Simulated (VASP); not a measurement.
# MnSb (P6_3/mmc) in VASP: further runs

MnSb is run at these levels: RPBE+D4, PBEsol+D4; tasks: single point, relaxation of cell and atoms.

All numbers are computed with VASP 6.6.1; they aren't measurements. Logs are shortened: lines on timing, memory, paths and dates and some standing lists are left out, and cuts for length are marked.

## Step 1: The cell of the first run

The structure is hexagonal, space group P6_3/mmc (No. 194). The conventional cell has a = 4.000 Å, b = 4.000 Å, c = 5.515 Å, α = 90.00°, β = 90.00°, γ = 120.00°. Within 3.6 Å of Sb (site symmetry -6m2) lie 6 Mn at 2.69 Å and 6 Sb at 3.60 Å. Within 3.5 Å of Mn (site symmetry -3m) lie 6 Sb at 2.69 Å and 2 Mn at 2.76 Å.

## Step 2: Single point, RPBE+D4, collinear spin, ferromagnetic start

Input file INCAR:

```
SYSTEM = MnSb
ALGO = Normal ; EDIFF = 1E-7
ENCUT = 520 ; GGA = RP
ISIF = 2 ; ISMEAR = -1
ISPIN = 2 ; IVDW = 13
LASPH = .True. ; LCHARG = .True.
LELF = .True. ; LMAXMIX = 4
LORBIT = 11 ; LREAL = .False.
LVHAR = .True. ; LWAVE = .False.
MAGMOM = 0 0 4 4 ; NBANDS = 30
NELM = 150 ; PREC = Accurate
SIGMA = 0.05
```

Input file KPOINTS:

```
k-points
0
Gamma
  7 7 5
  0 0 0
```

Input file POSCAR:

```
MnSb
1.0
    3.9998380303      0.0000000000      0.0000000000
   -1.9999190152      3.4639613453      0.0000000000
    0.0000000000      0.0000000000      5.5148490878
Sb Mn
2 2
Direct
    0.6666666667      0.3333333333      0.7500000000
    0.3333333333      0.6666666667      0.2500000000
    0.0000000000      0.0000000000      0.5000000000
    0.0000000000      0.0000000000      0.0000000000
```

Potentials or basis: VASP PAW PBE potentials, release 64 (Sb, Mn_pv).

Command:

```console
> cat potpaw_PBE.64/Sb/POTCAR potpaw_PBE.64/Mn_pv/POTCAR > POTCAR
> mpirun -np 1 vasp_std > vasp.out
```

OUTCAR:

```text
SYSTEM = MnSb
   EDIFF = 1E-7
   ENCUT = 520
   GGA = RP
   ISIF = 2
   ISMEAR = -1
   ISPIN = 2
   IVDW = 13
   LASPH = .True.
   LORBIT = 11
   LREAL = .False.
   NELM = 150
   PREC = Accurate

 ion  position               nearest neighbor table
   1  0.667  0.333  0.750-   3 2.69   4 2.69   3 2.69   4 2.69   3 2.69   4 2.69   2 3.60   2 3.60
                             2 3.60   2 3.60   2 3.60   2 3.60
   2  0.333  0.667  0.250-   3 2.69   4 2.69   3 2.69   4 2.69   3 2.69   4 2.69   1 3.60   1 3.60
                             1 3.60   1 3.60   1 3.60   1 3.60
   3  0.000  0.000  0.500-   1 2.69   2 2.69   1 2.69   2 2.69   1 2.69   2 2.69   4 2.76   4 2.76

   4  0.000  0.000  0.000-   1 2.69   2 2.69   1 2.69   2 2.69   1 2.69   2 2.69   3 2.76   3 2.76

  LATTYP: Found a hexagonal cell.
 ALAT       =     3.9998380303
 C/A-ratio  =     1.3787681016

  Lattice vectors:

 A1 = (   3.9998380303,   0.0000000000,   0.0000000000)
 A2 = (  -1.9999190152,   3.4639613453,   0.0000000000)
 A3 = (   0.0000000000,   0.0000000000,   5.5148490878)

Analysis of symmetry for initial positions (statically):
=====================================================================
 Subroutine PRICEL returns:
 Original cell was already a primitive cell.

 Routine SETGRP: Setting up the symmetry group for a
 hexagonal supercell.

 Subroutine GETGRP returns: Found 24 space group operations
 (whereof 12 operations were pure point group operations)
 out of a pool of 24 trial point group operations.

The static configuration has the point symmetry D_3d.
 The point group associated with its full space group is D_6h.

Analysis of symmetry for dynamics (positions and initial velocities):
=====================================================================
 Subroutine PRICEL returns:
 Original cell was already a primitive cell.

 Routine SETGRP: Setting up the symmetry group for a
 hexagonal supercell.

 Subroutine GETGRP returns: Found 24 space group operations
 (whereof 12 operations were pure point group operations)
 out of a pool of 24 trial point group operations.

The dynamic configuration has the point symmetry D_3d.
 The point group associated with its full space group is D_6h.

Analysis of structural, dynamic, and magnetic symmetry:
=====================================================================
 Subroutine PRICEL returns:
 Original cell was already a primitive cell.

 Routine SETGRP: Setting up the symmetry group for a
 hexagonal supercell.

 Subroutine GETGRP returns: Found 24 space group operations
 (whereof 12 operations were pure point group operations)
 out of a pool of 24 trial point group operations.

The overall configuration has the point symmetry D_3d.
 The point group associated with its full space group is D_6h.

 Subroutine INISYM returns: Found 24 space group operations
 (whereof 12 operations are pure point group operations),
 and found     1 'primitive' translations

----------------------------------------------------------------------------------------

                                     Primitive cell

  volume of cell :      76.4098

  direct lattice vectors                    reciprocal lattice vectors
     3.999838030  0.000000000  0.000000000     0.250010124  0.144343412  0.000000000
    -1.999919015  3.463961345  0.000000000     0.000000000  0.288686824  0.000000000
     0.000000000  0.000000000  5.514849088     0.000000000  0.000000000  0.181328625

  length of vectors
     3.999838030  3.999838030  5.514849088     0.288686824  0.288686824  0.181328625

  position of ions in fractional coordinates (direct lattice)
     0.666666667  0.333333333  0.750000000
     0.333333333  0.666666667  0.250000000
     0.000000000  0.000000000  0.500000000
     0.000000000  0.000000000  0.000000000

  ion indices of the primitive-cell ions
   primitive index   ion index
                 1           1
                 2           2
                 3           3
                 4           4

----------------------------------------------------------------------------------------

 KPOINTS: k-points

Automatic generation of k-mesh.
 Grid dimensions read from file:
 generate k-points for:    7    7    5

 Generating k-lattice:

  Cartesian coordinates                     Fractional coordinates (reciprocal lattice)
     0.035715732  0.020620487  0.000000000     0.142857143  0.000000000  0.000000000
     0.000000000  0.041240975  0.000000000     0.000000000  0.142857143  0.000000000
     0.000000000  0.000000000  0.036265725     0.000000000  0.000000000  0.200000000

  Length of vectors
     0.041240975  0.041240975  0.036265725

  Shift w.r.t. Gamma in fractional coordinates (k-lattice)
     0.000000000  0.000000000  0.000000000

 Subroutine IBZKPT returns following result:
 ===========================================

 Found     24 irreducible k-points:

 Following reciprocal coordinates:
            Coordinates               Weight
  0.000000  0.000000  0.000000      1.000000
  0.142857  0.000000  0.000000      6.000000
  0.285714  0.000000  0.000000      6.000000
  0.428571  0.000000  0.000000      6.000000
  0.142857  0.142857  0.000000      6.000000
  0.285714  0.142857  0.000000     12.000000
[... 16 lines left out ...]
  0.428571  0.142857  0.400000     12.000000
  0.285714  0.285714  0.400000     12.000000
   k-points           NKPTS =     24   k-points in BZ     NKDIM =     24   number of bands    NBANDS=     30
   number of dos      NEDOS =    301   number of ions     NIONS =      4
   total plane-waves  NPLWV =  37800
   dimension x,y,z NGX =    30 NGY =   30 NGZ =   42
   dimension x,y,z NGXF=    60 NGYF=   60 NGZF=   84
   ions per type =               2   2
   NGX,Y,Z   is equivalent  to a cutoff of  12.47, 12.47, 12.66 a.u.
   NGXF,Y,Z  is equivalent  to a cutoff of  24.94, 24.94, 25.32 a.u.
 SYSTEM =  MnSb
   PREC   = accura    normal or accurate (medium, high low for compatibility)
   ISTART =      0    job   : 0-new  1-cont  2-samecut
   ICHARG =      2    charge: 1-file 2-atom 10-const
   ISPIN  =      2    spin polarized calculation?
   LNONCOLLINEAR =      F non collinear calculations
   LSORBIT =      F    spin-orbit coupling
   LASPH  =      T    aspherical Exc in radial PAW
   ENCUT  =  520.0 eV  38.22 Ry    6.18 a.u.   7.44  7.44 10.25*2*pi/ulx,y,z
   NELM   =    150;   NELMIN=  2; NELMDL= -5     # of ELM steps
   EDIFF  = 0.1E-06   stopping-criterion for ELM
   LREAL  =      F    real-space projection
   EDIFFG = 0.1E-05   stopping-criterion for IOM
   NSW    =      0    number of steps for IOM
   IBRION =     -1    ionic relax: 0-MD 1-quasi-New 2-CG
   NFREE  =      0    steps in history (QN), initial steepest desc. (CG)
   ISIF   =      2    stress and relaxation
   ISYM   =      2    0-nonsym 1-usesym 2-fastsym
   POTIM  = 0.5000    time-step for ionic-motion
   TEBEG  =    0.0;   TEEND  =   0.0 temperature during run
   PSTRESS=    0.0 pullay stress
   NELECT =      36.0000    total number of electrons
   NUPDOWN=      -1.0000    fix difference up-down
   EMIN   =  10.00;   EMAX   =-10.00  energy-range for DOS
   EFERMI =   0.00;   METHOD = LEGACY
   ISMEAR =    -1;   SIGMA  =   0.05  broadening in eV -4-tet -1-fermi 0-gaus
   EFERMI_NEDOS =   21; number of points for ismear=-14 and -15
   IALGO  =     38    algorithm
   IMIX   =      4    mixing-type and parameters
     AMIX     =   0.40;   BMIX     =  1.00
     AMIX_MAG =   1.60;   BMIX_MAG =  1.00
  volume/ion in A,a.u.               =      19.10       128.91
  Fermi-wavevector in a.u.,A,eV,Ry     =   1.273873  2.407270 22.078871  1.622751
  Thomas-Fermi vector in A             =   2.406672
   LORBIT       =     11    0 simple, 1 ext, 2 COOP (PROOUT), +10 PAW based schemes
   GGA     = RP    functional components
   LHFCALC =     F    Hartree Fock is set to
   AEXX    =    0.0000 exact exchange contribution
   IVDW    =    13    specifies the selected vdW correction
   LEPSILON=     F    determine dielectric tensor
   LRPA    =     F    only Hartree local field effects (RPA)
 spin polarized calculation
  energy-cutoff  :      520.00
  volume of cell :       76.41
 maximum number of plane-waves:      2091
 NGX is ok and might be reduce to    30
   NGX = 15   NGY = 15   NGZ = 21

 number of electron      35.9999983 magnetization       6.0060098

 Free energy of the ion-electron system (eV)
  ---------------------------------------------------
  ext. energy  EPLUGINS =         0.00000000
  ---------------------------------------------------
  free energy    TOTEN  =       -24.68342136 eV

  energy without entropy =      -24.66368841  energy(sigma->0) =      -24.67355489

 E-fermi :   9.2606     XC(G=0): -11.1131

 val. band max:        9.2544354259   @ k =   0.1429   0.0000   0.2000
 cond. band min:       9.2850245315   @ k =   0.1429   0.1429   0.4000
 fundamental gap:      0.0305891056
 Fermi energy:         9.2605728955

 spin component 1

 k-point     1 :       0.0000    0.0000    0.0000
  band No.  band energies     occupation
      1     -40.6065      1.00000
      2     -40.6065      1.00000
      3     -40.5933      1.00000
      4     -40.5933      1.00000
      5     -40.3219      1.00000
      6     -40.1878      1.00000
[... 22 lines left out ...]
     29      16.9819      0.00000
     30      16.9819      0.00000

 k-point     2 :       0.1429    0.0000    0.0000
  band No.  band energies     occupation
      1     -40.6072      1.00000
      2     -40.6067      1.00000
      3     -40.5937      1.00000
      4     -40.5933      1.00000
      5     -40.3217      1.00000
      6     -40.1877      1.00000
[... 22 lines left out ...]
     29      16.0658      0.00000
     30      16.3030      0.00000

 k-point     3 :       0.2857    0.0000    0.0000
  band No.  band energies     occupation
      1     -40.6087      1.00000
      2     -40.6071      1.00000
      3     -40.5948      1.00000
      4     -40.5935      1.00000
      5     -40.3213      1.00000
      6     -40.1875      1.00000
[... 659 lines left out ...]
      6     -40.2337      1.00000
[... 22 lines left out ...]
     29      16.8262      0.00000
     30      19.1042      0.00000

 k-point    24 :       0.2857    0.2857    0.4000
  band No.  band energies     occupation
      1     -40.6045      1.00000
      2     -40.6037      1.00000
      3     -40.6001      1.00000
      4     -40.5993      1.00000
      5     -40.2750      1.00000
      6     -40.2337      1.00000
[... 22 lines left out ...]
     29      17.1572      0.00000
     30      17.5680      0.00000
 Fermi energy:         9.2605728955

 spin component 2

 k-point     1 :       0.0000    0.0000    0.0000
  band No.  band energies     occupation
      1     -37.3064      1.00000
      2     -37.3064      1.00000
      3     -37.2907      1.00000
      4     -37.2907      1.00000
      5     -37.2453      1.00000
      6     -37.0900      1.00000
[... 22 lines left out ...]
     29      17.9163      0.00000
     30      17.9163      0.00000

 k-point     2 :       0.1429    0.0000    0.0000
  band No.  band energies     occupation
      1     -37.3073      1.00000
      2     -37.3067      1.00000
      3     -37.2913      1.00000
      4     -37.2908      1.00000
      5     -37.2450      1.00000
      6     -37.0898      1.00000
[... 22 lines left out ...]
     29      16.8233      0.00000
     30      16.8422      0.00000

 k-point     3 :       0.2857    0.0000    0.0000
  band No.  band energies     occupation
      1     -37.3092      1.00000
      2     -37.3072      1.00000
      3     -37.2927      1.00000
      4     -37.2910      1.00000
      5     -37.2445      1.00000
      6     -37.0896      1.00000
[... 682 lines left out ...]
     29      17.3934      0.00000
     30      19.6981      0.00000

 k-point    24 :       0.2857    0.2857    0.4000
  band No.  band energies     occupation
      1     -37.3043      1.00000
      2     -37.3033      1.00000
      3     -37.2991      1.00000
      4     -37.2980      1.00000
      5     -37.1908      1.00000
      6     -37.1430      1.00000
[... 22 lines left out ...]
     29      17.5002      0.00000
     30      17.9312      0.00000

------------------------ aborting loop because EDIFF is reached ----------------------------------------

  DFT-D4 for vdW energy calculation

  Edisp (eV):   -3.53894

  FORCE on cell =-STRESS in cart. coord.  units (eV):
  Direction    XX          YY          ZZ          XY          YZ          ZX
  --------------------------------------------------------------------------------------
  -------------------------------------------------------------------------------------
  Total      -0.07168    -0.07168    -0.03409     0.00000     0.00000     0.00000
  in kB      -1.50300    -1.50300    -0.71489     0.00000     0.00000     0.00000
  external pressure =       -1.24 kB  Pullay stress =        0.00 kB

 VOLUME and BASIS-vectors are now :
 -----------------------------------------------------------------------------
  energy-cutoff  :      520.00
  volume of cell :       76.41
      direct lattice vectors                 reciprocal lattice vectors
     3.999838030  0.000000000  0.000000000     0.250010124  0.144343412  0.000000000
    -1.999919015  3.463961345  0.000000000     0.000000000  0.288686824  0.000000000
     0.000000000  0.000000000  5.514849088     0.000000000  0.000000000  0.181328625

 POSITION                                       TOTAL-FORCE (eV/Angst)
 -----------------------------------------------------------------------------------
      1.99992      1.15465      4.13614        -0.000000     -0.000000      0.000000
     -0.00000      2.30931      1.37871        -0.000000      0.000000      0.000000
      0.00000      0.00000      2.75742         0.000000      0.000000      0.000000
      0.00000      0.00000      0.00000         0.000000      0.000000      0.000000
 -----------------------------------------------------------------------------------
    total drift:                                0.000000     -0.000000      0.000000

  FREE ENERGIE OF THE ION-ELECTRON SYSTEM (eV)
  ---------------------------------------------------
  free  energy   TOTEN  =       -28.2223596288 eV

  energy  without entropy=      -28.2026266860  energy(sigma->0) =      -28.21249316

 total charge

# of ion       s       p       d       tot
------------------------------------------
    1        1.117   1.318   0.059   2.494
    2        1.117   1.318   0.059   2.494
    3        0.292   6.256   5.110  11.658
    4        0.292   6.256   5.110  11.658
--------------------------------------------------
tot          2.817  15.147  10.340  28.304

 magnetization (x)

# of ion       s       p       d       tot
------------------------------------------
    1       -0.004  -0.128   0.007  -0.126
    2       -0.004  -0.128   0.007  -0.126
    3        0.031   0.031   2.995   3.056
    4        0.031   0.031   2.995   3.056
--------------------------------------------------
tot          0.053  -0.196   6.003   5.861
```

It took 3.9 min on 1 thread of AMD EPYC 7R13, shared host; peak memory 0.23 GiB.

Results:

```yaml
Free_energy: -28.2224 eV
Pressure: -0.1 GPa
Band_gap_on_the_k_mesh: zero (filled and empty bands overlap)
Net_moment: 6.01 μB per cell
Site_moments: Sb -0.13; Mn +3.06 μB
Valence_electrons_inside_the_program's_atomic_spheres: Sb 2.49; Mn 11.66
Dispersion_energy_per_atom: -0.885 eV
```

Levels at points of the mesh, in eV from the Fermi level:
Spin up:
```tsv
k point	band 19	band 20	band 21	band 22	band 23	band 24
(0.00, 0.00, 0.00)	-0.03	0.61	0.61	2.74	2.74	3.12
```
Spin down:
```csv
k point,band 13,band 14,band 15,band 16,band 17,band 18
"(0.00, 0.00, 0.00)",-0.34,-0.34,0.06,0.06,0.71,0.71
```

Caveat: the PAW data sets were made with another functional, which shifts forces and pressure a little; spin-orbit coupling is left out, which moves the levels of the heavy elements; the run started ferromagnetic, and an antiferromagnetic order may lie lower in energy.

[end of part 1 of 2]

The gap in the log of VASP goes by the Fermi energy; the results here count the filled bands.